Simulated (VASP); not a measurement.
# C in VASP: further runs

C is run at these levels: PBE+D3(BJ); tasks: single point.

All numbers are computed with VASP 6.6.1; they aren't measurements. Logs are shortened: lines on timing, memory, paths and dates and some standing lists are left out, and cuts for length are marked.

**1. The cell of the first run**

The cell holds a slab with vacuum, 4 atoms: a = 2.539 Å, b = 2.539 Å, c = 24.855 Å, α = 90.00°, β = 90.00°, γ = 120.00°.

**2. Single point, PBE+D3(BJ)**

INCAR reads:

```
PREC = Accurate ; ENCUT = 520
EDIFF = 1E-6 ; ISMEAR = 0
SIGMA = 0.15 ; LREAL = False
LASPH = True ; NELM = 100
ALGO = Normal ; ISIF = 2
LWAVE = False ; LCHARG = False
GGA = PE ; IVDW = 12
NBANDS = 16
```

KPOINTS reads:

```
Automatic mesh
0
Gamma
  18 18 2
```

POSCAR reads:

```
C
1.0
    2.5393000000      0.0000000000      0.0000000000
   -1.2696500000      2.1990983078      0.0000000000
    0.0000000000      0.0000000000     24.8554000000
C
4
Direct
    0.0000000000      0.0000000000      0.5705184907
    0.0000000000      0.0000000000      0.4294815093
    0.3333333333      0.6666666667      0.4294635552
    0.6666666667      0.3333333333      0.5705364448
```

Potentials or basis: VASP PAW PBE potentials, release 64 (C).

Launch:

```console
cat potpaw_PBE.64/C/POTCAR > POTCAR
mpirun -np 1 vasp_std > vasp.out
```

OUTCAR:

```text
PREC = Accurate
   ENCUT = 520
   EDIFF = 1E-6
   ISMEAR = 0
   LREAL = False
   LASPH = True
   NELM = 100
   ISIF = 2
   GGA = PE
   IVDW = 12
 IVDW          = 12

 ion  position               nearest neighbor table
   1  0.000  0.000  0.571-   4 1.47   4 1.47   4 1.47
   2  0.000  0.000  0.429-   3 1.47   3 1.47   3 1.47
   3  0.333  0.667  0.429-   2 1.47   2 1.47   2 1.47
   4  0.667  0.333  0.571-   1 1.47   1 1.47   1 1.47

  LATTYP: Found a hexagonal cell.
 ALAT       =     2.5393000000
 C/A-ratio  =     9.7882881109

  Lattice vectors:

 A1 = (   2.5393000000,   0.0000000000,   0.0000000000)
 A2 = (  -1.2696500000,   2.1990983078,   0.0000000000)
 A3 = (   0.0000000000,   0.0000000000,  24.8554000000)

Analysis of symmetry for initial positions (statically):
=====================================================================
 Subroutine PRICEL returns:
 Original cell was already a primitive cell.

 Routine SETGRP: Setting up the symmetry group for a
 hexagonal supercell.

 Subroutine GETGRP returns: Found 12 space group operations
 (whereof 12 operations were pure point group operations)
 out of a pool of 24 trial point group operations.

The static configuration has the point symmetry D_3d.

Analysis of symmetry for dynamics (positions and initial velocities):
=====================================================================
 Subroutine PRICEL returns:
 Original cell was already a primitive cell.

 Routine SETGRP: Setting up the symmetry group for a
 hexagonal supercell.

 Subroutine GETGRP returns: Found 12 space group operations
 (whereof 12 operations were pure point group operations)
 out of a pool of 24 trial point group operations.

The dynamic configuration has the point symmetry D_3d.

 Subroutine INISYM returns: Found 12 space group operations
 (whereof 12 operations are pure point group operations),
 and found     1 'primitive' translations

----------------------------------------------------------------------------------------

                                     Primitive cell

  volume of cell :     138.7968

  direct lattice vectors                    reciprocal lattice vectors
     2.539300000  0.000000000  0.000000000     0.393809318  0.227365915  0.000000000
    -1.269650000  2.199098308  0.000000000     0.000000000  0.454731831  0.000000000
     0.000000000  0.000000000 24.855400000     0.000000000  0.000000000  0.040232706

  length of vectors
[... 88 lines left out ...]
   EDIFFG = 0.1E-04   stopping-criterion for IOM
   NSW    =      0    number of steps for IOM
   IBRION =     -1    ionic relax: 0-MD 1-quasi-New 2-CG
   NFREE  =      0    steps in history (QN), initial steepest desc. (CG)
   ISIF   =      2    stress and relaxation
   ISYM   =      2    0-nonsym 1-usesym 2-fastsym
   POTIM  = 0.5000    time-step for ionic-motion
   TEBEG  =    0.0;   TEEND  =   0.0 temperature during run
   PSTRESS=    0.0 pullay stress
   NELECT =      16.0000    total number of electrons
   NUPDOWN=      -1.0000    fix difference up-down
   EMIN   =  10.00;   EMAX   =-10.00  energy-range for DOS
   EFERMI =   0.00;   METHOD = LEGACY
   ISMEAR =     0;   SIGMA  =   0.15  broadening in eV -4-tet -1-fermi 0-gaus
   EFERMI_NEDOS =   21; number of points for ismear=-14 and -15
   IALGO  =     38    algorithm
   IMIX   =      4    mixing-type and parameters
     AMIX     =   0.40;   BMIX     =  1.00
     AMIX_MAG =   1.60;   BMIX_MAG =  1.00
  volume/ion in A,a.u.               =      34.70       234.16
  Fermi-wavevector in a.u.,A,eV,Ry     =   0.796749  1.505638  8.637107  0.634809
  Thomas-Fermi vector in A             =   1.903333
   LORBIT       =      0    0 simple, 1 ext, 2 COOP (PROOUT), +10 PAW based schemes
   GGA     = PE    functional components
   LHFCALC =     F    Hartree Fock is set to
   AEXX    =    0.0000 exact exchange contribution
   IVDW    =    12    specifies the selected vdW correction
   LEPSILON=     F    determine dielectric tensor
   LRPA    =     F    only Hartree local field effects (RPA)
 non-spin polarized calculation
 Gauss-broadening in eV      SIGMA  =   0.15
  energy-cutoff  :      520.00
  volume of cell :      138.80
 maximum number of plane-waves:      3776
 NGX is ok and might be reduce to    20
   NGX =  9   NGY =  9   NGZ = 93

 number of electron      15.9999998 magnetization

 Free energy of the ion-electron system (eV)
  ---------------------------------------------------
  ext. energy  EPLUGINS =         0.00000000
  ---------------------------------------------------
  free energy    TOTEN  =       -36.67636331 eV

  energy without entropy =      -36.67527666  energy(sigma->0) =      -36.67581999

 E-fermi :  -2.1669     XC(G=0):  -3.1330

 val. band max:       -2.1670846232   @ k =   0.3333   0.3333   0.0000
 cond. band min:      -1.8919013499   @ k =   0.3333   0.3333   0.5000
 fundamental gap:      0.2751832734
 Fermi energy:        -2.1668647459

 k-point     1 :       0.0000    0.0000    0.0000
  band No.  band energies     occupation
      1     -21.0386      2.00000
      2     -20.9278      2.00000
      3      -9.5938      2.00000
      4      -8.7920      2.00000
      5      -5.2251      2.00000
      6      -5.2251      2.00000
[... 433 lines left out ...]
      3     -13.9892      2.00000
      4     -13.9319      2.00000
      5      -9.1305      2.00000
      6      -9.1021      2.00000
[... 8 lines left out ...]
     15       8.7722      0.00000
     16       9.2846      0.00000

 [... further k-points ...]

------------------------ aborting loop because EDIFF is reached ----------------------------------------

 Edisp (eV)   -0.45159

 E8    (eV) :    -0.1347

  FORCE on cell =-STRESS in cart. coord.  units (eV):
  Direction    XX          YY          ZZ          XY          YZ          ZX
  --------------------------------------------------------------------------------------
  -------------------------------------------------------------------------------------
  Total      -7.60150    -7.60150    -0.08531     0.00000     0.00000    -0.00000
  in kB     -87.74662   -87.74662    -0.98472     0.00000     0.00000    -0.00000
  external pressure =      -58.83 kB  Pullay stress =        0.00 kB

 VOLUME and BASIS-vectors are now :
 -----------------------------------------------------------------------------
  energy-cutoff  :      520.00
  volume of cell :      138.80
      direct lattice vectors                 reciprocal lattice vectors
     2.539300000  0.000000000  0.000000000     0.393809318  0.227365915  0.000000000
    -1.269650000  2.199098308  0.000000000     0.000000000  0.454731831  0.000000000
     0.000000000  0.000000000 24.855400000     0.000000000  0.000000000  0.040232706

 POSITION                                       TOTAL-FORCE (eV/Angst)
 -----------------------------------------------------------------------------------
      0.00000      0.00000     14.18047        -0.000000      0.000000     -0.008828
      0.00000      0.00000     10.67493         0.000000     -0.000000      0.008828
     -0.00000      1.46607     10.67449        -0.000000     -0.000000      0.009790
      1.26965      0.73303     14.18091         0.000000      0.000000     -0.009790
 -----------------------------------------------------------------------------------
    total drift:                               -0.000000      0.000000      0.000000

  FREE ENERGIE OF THE ION-ELECTRON SYSTEM (eV)
  ---------------------------------------------------
  free  energy   TOTEN  =       -37.1279512581 eV

  energy  without entropy=      -37.1268646015  energy(sigma->0) =      -37.12740793
```

OSZICAR:

```text
N       E                     dE             d eps       ncg     rms          rms(c)
DAV:   1     0.104309795500E+03    0.10431E+03   -0.61034E+03  2392   0.761E+02
DAV:   2    -0.264787184284E+02   -0.13079E+03   -0.11614E+03  3616   0.177E+02
DAV:   3    -0.382776200508E+02   -0.11799E+02   -0.11678E+02  3160   0.590E+01
[... 11 lines left out ...]
DAV:  15    -0.366762936644E+02   -0.22309E-03   -0.14833E-05  2864   0.128E-02    0.231E-03
DAV:  16    -0.366763439194E+02   -0.50255E-04   -0.20370E-06  2936   0.490E-03    0.192E-03
DAV:  17    -0.366763558255E+02   -0.11906E-04   -0.33101E-07  2296   0.278E-03    0.668E-04
DAV:  18    -0.366763626986E+02   -0.68732E-05   -0.25783E-07  2120   0.159E-03    0.684E-04
DAV:  19    -0.366763633143E+02   -0.61568E-06   -0.17438E-08  2136   0.577E-04
   1 F= -.37127951E+02 E0= -.37127408E+02  d E =-.108666E-02
```

Run time: 4.7 min. Hardware: 1 thread of Intel Xeon 8259CL, shared host; peak memory 0.33 GiB.

What came out:

```yaml
Free_energy: -37.1280 eV
Largest_force: 0.010 eV/Å
Band_gap_on_the_k_mesh: zero (filled and empty bands touch)
Dispersion_energy_per_atom: -0.113 eV
```

Forces in eV/Å, atoms in the order of the input:
```
C    0.000  0.000 -0.009
C    0.000  0.000  0.009
C    0.000  0.000  0.010
C    0.000  0.000 -0.010
```

**3. Single point, PBE+D3(BJ)**

This run uses another cell than the first one.

INCAR reads:

```
SYSTEM = C
PREC     = Accurate       ! precision mode
ENCUT    = 520            ! plane-wave cutoff, eV
EDIFF    = 1E-6           ! SCF threshold, eV
ISMEAR   = 0              ! smearing method
SIGMA    = 0.15           ! smearing width, eV
LREAL    = .False.        ! projectors in reciprocal space
LASPH    = .True.         ! aspherical terms in the spheres
NELM     = 60             ! most SCF steps
ALGO     = Normal         ! electronic algorithm
ISIF     = 2              ! what is computed and relaxed
LWAVE    = .False.        ! write WAVECAR
LCHARG   = .True.         ! write CHGCAR
GGA      = PE             ! functional
IVDW     = 12             ! dispersion correction
LELF     = .True.         ! ELF
LVHAR    = .True.       
NBANDS   = 16             ! bands
```

KPOINTS reads:

```
Automatic mesh
0
Gamma
  18 18 2
  0 0 0
```

POSCAR reads:

```
C
1.0
    2.4407000000      0.0000000000      0.0000000000
   -1.2203500000      2.1137082030      0.0000000000
    0.0000000000      0.0000000000     21.9596000000
C
4
Direct
    0.0000000000      0.0000000000      0.5705184907
    0.0000000000      0.0000000000      0.4294815093
    0.3333333333      0.6666666667      0.4294635552
    0.6666666667      0.3333333333      0.5705364448
```

Potentials or basis: VASP PAW PBE potentials, release 64 (C).

Launch:

```console
cat potpaw_PBE.64/C/POTCAR > POTCAR
mpirun -np 1 vasp_std > vasp.out
```

OUTCAR:

```text
SYSTEM = C
   PREC = Accurate
   ENCUT = 520
   EDIFF = 1E-6
   ISMEAR = 0
   LREAL = .False.
   LASPH = .True.
   NELM = 60
   ISIF = 2
   GGA = PE
   IVDW = 12
 IVDW          = 12

 ion  position               nearest neighbor table
   1  0.000  0.000  0.571-   4 1.41   4 1.41   4 1.41
   2  0.000  0.000  0.429-   3 1.41   3 1.41   3 1.41
   3  0.333  0.667  0.429-   2 1.41   2 1.41   2 1.41
   4  0.667  0.333  0.571-   1 1.41   1 1.41   1 1.41

  LATTYP: Found a hexagonal cell.
 ALAT       =     2.4407000000
 C/A-ratio  =     8.9972548859

  Lattice vectors:

 A1 = (   2.4407000000,   0.0000000000,   0.0000000000)
 A2 = (  -1.2203500000,   2.1137082030,   0.0000000000)
 A3 = (   0.0000000000,   0.0000000000,  21.9596000000)

Analysis of symmetry for initial positions (statically):
=====================================================================
 Subroutine PRICEL returns:
 Original cell was already a primitive cell.

 Routine SETGRP: Setting up the symmetry group for a
 hexagonal supercell.

 Subroutine GETGRP returns: Found 12 space group operations
 (whereof 12 operations were pure point group operations)
 out of a pool of 24 trial point group operations.

The static configuration has the point symmetry D_3d.

Analysis of symmetry for dynamics (positions and initial velocities):
=====================================================================
 Subroutine PRICEL returns:
 Original cell was already a primitive cell.

 Routine SETGRP: Setting up the symmetry group for a
 hexagonal supercell.

 Subroutine GETGRP returns: Found 12 space group operations
 (whereof 12 operations were pure point group operations)
 out of a pool of 24 trial point group operations.

The dynamic configuration has the point symmetry D_3d.

 Subroutine INISYM returns: Found 12 space group operations
[... 119 lines left out ...]
   IMIX   =      4    mixing-type and parameters
     AMIX     =   0.40;   BMIX     =  1.00
     AMIX_MAG =   1.60;   BMIX_MAG =  1.00
  volume/ion in A,a.u.               =      28.32       191.13
  Fermi-wavevector in a.u.,A,eV,Ry     =   0.852551  1.611087  9.889295  0.726843
  Thomas-Fermi vector in A             =   1.968856
   LORBIT       =      0    0 simple, 1 ext, 2 COOP (PROOUT), +10 PAW based schemes
   GGA     = PE    functional components
   LHFCALC =     F    Hartree Fock is set to
   AEXX    =    0.0000 exact exchange contribution
   IVDW    =    12    specifies the selected vdW correction
   LEPSILON=     F    determine dielectric tensor
   LRPA    =     F    only Hartree local field effects (RPA)
 non-spin polarized calculation
 Gauss-broadening in eV      SIGMA  =   0.15
  energy-cutoff  :      520.00
  volume of cell :      113.29
 maximum number of plane-waves:      3110
   NGX =  9   NGY =  9   NGZ = 81

 number of electron      15.9999997 magnetization

 Free energy of the ion-electron system (eV)
  ---------------------------------------------------
  ext. energy  EPLUGINS =         0.00000000
  ---------------------------------------------------
  free energy    TOTEN  =       -36.79475297 eV

  energy without entropy =      -36.79370817  energy(sigma->0) =      -36.79423057

 E-fermi :  -1.4552     XC(G=0):  -3.5292

 val. band max:       -1.4551903882   @ k =   0.3333   0.3333   0.0000
 cond. band min:      -1.4551866208   @ k =   0.3333   0.3333   0.5000
 fundamental gap:      0.0000037673
 Fermi energy:        -1.4551883481

 k-point     1 :       0.0000    0.0000    0.0000
  band No.  band energies     occupation
      1     -21.3336      2.00000
      2     -21.0642      2.00000
      3      -9.9314      2.00000
      4      -8.5217      2.00000
      5      -4.4581      2.00000
      6      -4.4581      2.00000
[... 433 lines left out ...]
      3     -13.8511      2.00000
      4     -13.6996      2.00000
      5      -8.7976      2.00000
      6      -8.7223      2.00000
[... 8 lines left out ...]
     15       9.8772      0.00000
     16      10.6262      0.00000

 [... further k-points ...]

------------------------ aborting loop because EDIFF is reached ----------------------------------------

 Edisp (eV)   -0.50581

 E8    (eV) :    -0.1527

  FORCE on cell =-STRESS in cart. coord.  units (eV):
  Direction    XX          YY          ZZ          XY          YZ          ZX
  --------------------------------------------------------------------------------------
  -------------------------------------------------------------------------------------
  Total       3.07705     3.07705     0.49009     0.00000     0.00000    -0.00000
  in kB      43.51720    43.51720     6.93104     0.00000     0.00000    -0.00000
  external pressure =       31.32 kB  Pullay stress =        0.00 kB

 VOLUME and BASIS-vectors are now :
 -----------------------------------------------------------------------------
  energy-cutoff  :      520.00
  volume of cell :      113.29
      direct lattice vectors                 reciprocal lattice vectors
     2.440700000  0.000000000  0.000000000     0.409718523  0.236551100  0.000000000
    -1.220350000  2.113708203  0.000000000     0.000000000  0.473102200  0.000000000
     0.000000000  0.000000000 21.959600000     0.000000000  0.000000000  0.045538170

 POSITION                                       TOTAL-FORCE (eV/Angst)
 -----------------------------------------------------------------------------------
      0.00000      0.00000     12.52836         0.000000      0.000000      0.071213
      0.00000      0.00000      9.43124        -0.000000      0.000000     -0.071213
     -0.00000      1.40914      9.43085        -0.000000      0.000000     -0.094543
      1.22035      0.70457     12.52875         0.000000     -0.000000      0.094543
 -----------------------------------------------------------------------------------
    total drift:                               -0.000000      0.000000      0.000000

  FREE ENERGIE OF THE ION-ELECTRON SYSTEM (eV)
  ---------------------------------------------------
  free  energy   TOTEN  =       -37.3005610227 eV

  energy  without entropy=      -37.2995162177  energy(sigma->0) =      -37.30003862
```

OSZICAR:

```text
N       E                     dE             d eps       ncg     rms          rms(c)
DAV:   1     0.104684411477E+03    0.10468E+03   -0.63727E+03  2376   0.779E+02
DAV:   2    -0.285058238692E+02   -0.13319E+03   -0.11828E+03  3528   0.190E+02
DAV:   3    -0.392438732870E+02   -0.10738E+02   -0.10636E+02  3168   0.584E+01
[... 13 lines left out ...]
DAV:  17    -0.367947461363E+02   -0.12728E-04   -0.58318E-07  2216   0.285E-03    0.600E-04
DAV:  18    -0.367947505332E+02   -0.43969E-05   -0.17400E-07  2144   0.135E-03    0.250E-04
DAV:  19    -0.367947517090E+02   -0.11758E-05   -0.44352E-08  2200   0.704E-04    0.172E-04
DAV:  20    -0.367947527153E+02   -0.10063E-05   -0.62268E-09  2144   0.324E-04    0.753E-05
DAV:  21    -0.367947529713E+02   -0.25604E-06   -0.13463E-09  2176   0.153E-04
   1 F= -.37300561E+02 E0= -.37300039E+02  d E =-.104481E-02
```

stdout:

```text
POSCAR found type information on POSCAR C
 POSCAR found :  1 types and       4 ions
 scaLAPACK will be used
 LDA part: xc-table for (Slater+PW92), standard interpolation
 POSCAR, INCAR and KPOINTS ok, starting setup
 FFT: planning ... GRIDC
 FFT: planning ... GRID_SOFT
 FFT: planning ... GRID
 WAVECAR not read
 entering main loop
```

Run time: 3.9 min. Hardware: 1 thread of Intel Xeon 8259CL, shared host; peak memory 0.28 GiB.

Results:

| Item | Value |
| --- | --- |
| Free energy | -37.3006 eV |
| Largest force | 0.095 eV/Å |
| Band gap on the k mesh | zero (filled and empty bands touch) |
| Dispersion energy per atom | -0.126 eV |

Forces in eV/Å, atoms in the order of the input:
```
C    0.000  0.000  0.071
C    0.000  0.000 -0.071
C    0.000  0.000 -0.095
C    0.000  0.000  0.095
```
